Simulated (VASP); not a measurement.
The system is BaTiO3.

```
CELL_PARAMETERS angstrom
3.89260 0.00000 0.00000
0.00000 3.89260 0.00000
0.00000 0.00000 4.25875
ATOMIC_POSITIONS crystal
Ba 0.50000 0.50000 0.59314
Ti 0.00000 0.00000 0.11211
O 0.00000 0.50000 0.05917
O 0.50000 0.00000 0.05917
O 0.00000 0.00000 0.53640
```

This cell differs from its parent crystal: epitaxial xy strain -2.0%.

Base run:

| Quantity | Value |
| --- | --- |
| Program | VASP 6.6.1 |
| Functional | HSE06 |
| Potentials or basis | VASP PAW PBE potentials, release 64 (Ba_sv, Ti_sv, O) |
| Cutoff | 520 eV |
| k mesh | 4 × 4 × 4 |
| Occupations | gaussian, width 0.01 eV |
| Spin | no spin polarisation |

Its results: band gap on the k mesh 3.34 eV, indirect (least direct gap 4.00 eV); pressure 3.4 GPa; largest force 0.264 eV/Å.

Q: The run is repeated on the same cell with these changes: functional from HSE06 to r2SCAN; k mesh from 4 × 4 × 4 to 6 × 6 × 6. What comes out?

A: Band gap on the k mesh 2.28 eV, indirect (least direct gap 2.95 eV); pressure 5.8 GPa; largest force 0.170 eV/Å.

Several settings changed at once, so the effect can't be laid on one alone.

Caveats: the PAW data sets were made with another functional, which shifts forces and pressure a little; spin-orbit coupling is left out, which moves the levels of the heavy elements.

A k mesh can miss the band edges.
